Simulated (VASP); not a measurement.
Input of a VASP 6.6.1 run:

Contents of INCAR:

```
SYSTEM = CrBrO
PREC = Accurate ; ENCUT = 600
EDIFF = 1E-6 ; ISMEAR = -1
SIGMA = 0.1 ; LREAL = .False.
LASPH = .True. ; NELM = 60
ALGO = Normal ; ISIF = 3
LWAVE = .False. ; LCHARG = .False.
GGA = CA ; IBRION = 2
NSW = 60 ; EDIFFG = -0.01
```

KPOINTS

```
Automatic mesh
0
Gamma
  5 6 2
  0 0 0
```

File POSCAR:

```
CrBrO
1.0
    3.8368800000      0.0000000000      0.0000000000
    0.0000000000      3.2101470000      0.0000000000
    0.0000000000      0.0000000000      8.3034740000
Cr O Br
2 2 2
Direct
    0.2500000000      0.2500000000      0.1020000000
    0.7500000000      0.7500000000      0.8980000000
    0.2500000000      0.7500000000      0.9650000000
    0.7500000000      0.2500000000      0.0350000000
    0.2500000000      0.7500000000      0.3200000000
    0.7500000000      0.2500000000      0.6800000000
```

Potentials or basis: VASP PAW LDA potentials, release 64 (Cr_pv, O, Br).

The run is started by

```sh
$ cat potpaw_LDA.64/Cr_pv/POTCAR potpaw_LDA.64/O/POTCAR potpaw_LDA.64/Br/POTCAR > POTCAR
$ mpirun -np 1 vasp_std > vasp.out
```

**Question.** Estimate the space group after relaxing (to 0.1 Å).

**Answer.** Pmmn (No. 59).

**Question.** What does it give for the relaxed cell?

**Answer.** a = 3.744 Å, b = 3.193 Å, c = 7.563 Å, α = 90.00°, β = 90.00°, γ = 90.00°.

**Question.** What does it give for the relaxed volume?

**Answer.** 15.07 Å³/atom.

Step by step:
```csv
step,energy change (eV),largest force (eV/Å),pressure (GPa),volume (Å³)
1,0.0000,1.1195,-5.99,102.27
2,-0.1709,0.7299,6.27,93.07
3,-0.2265,0.6533,1.60,95.89
4,-0.2882,0.4743,-0.04,96.59
5,-0.2954,0.4425,-0.76,96.95
6,-0.3540,0.5603,-1.21,96.81
7,-0.4856,0.5891,-2.65,96.29
8,-0.4904,0.6226,-3.27,96.00
9,-0.4934,0.6127,-3.00,96.12
10,-0.5368,0.4912,-1.69,94.59
11,-0.5542,0.5750,0.03,92.68
12,-0.5865,0.3727,-0.06,92.51
13,-0.6121,0.1271,-0.14,92.18
14,-0.6307,0.0698,-0.29,91.98
15,-0.6444,0.0533,-0.41,91.59
16,-0.6452,0.0562,0.22,91.14
17,-0.6452,0.0558,0.12,91.20
18,-0.6456,0.0375,0.00,91.22
19,-0.6457,0.0450,-0.10,91.23
20,-0.6460,0.0288,-0.06,91.13
21,-0.6462,0.0125,-0.06,91.03
22,-0.6464,0.0202,-0.09,90.84
23,-0.6465,0.0171,0.12,90.62
24,-0.6465,0.0173,0.11,90.63
25,-0.6466,0.0078,0.06,90.59
26,-0.6467,0.0186,-0.06,90.47
27,-0.6467,0.0116,-0.05,90.50
28,-0.6468,0.0087,-0.01,90.41
```

Caveat: the k points lie up to 0.42 Å⁻¹ apart in the final cell; the run has no spin polarisation, though such a crystal can be magnetic. Zero-point motion and thermal expansion aren't in these numbers.
